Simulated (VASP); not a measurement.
Runs of VASP 6.6.1 on Al2Pt. The structure is that of space group Fm-3m (No. 225), or close to it. The cells are those of the table. 

| task | cell | gap on the mesh (eV) | pressure (GPa) |
| --- | --- | --- | --- |
| single point | a = 4.158, b = 4.158, c = 4.179 Å, angles 59.8, 59.8, 60.3°, 3 atoms | none | (a) |
| single point | a = 4.200, b = 4.200, c = 4.179 Å, angles 60.2, 60.2, 59.7°, 3 atoms | none | -4.8 |
| electric field gradients | a = 4.200, b = 4.200, c = 4.179 Å, angles 60.2, 60.2, 59.7°, 3 atoms | none | -4.9 |
| single point | a = 4.221, b = 4.221, c = 4.179 Å, angles 60.3, 60.3, 59.3°, 3 atoms | none | -6.0 |

Alike in all rows: level LDA; potentials or basis VASP PAW LDA potentials, release 64 (Al, Pt); no spin polarisation; k mesh 12 × 12 × 12; cutoff (eV) 520; smearing fermi-dirac 0.08 eV.

Task: Fill in the values left out.

Result: (a) -2.3.

Caveats: spin-orbit coupling is left out, which moves the levels of the heavy elements; the cell stands under tension (at least some runs).

A k mesh can miss the band edges, and the runs leave out spin-orbit coupling on Pt.

A gap of «none» marks levels without a gap at the run's occupations.
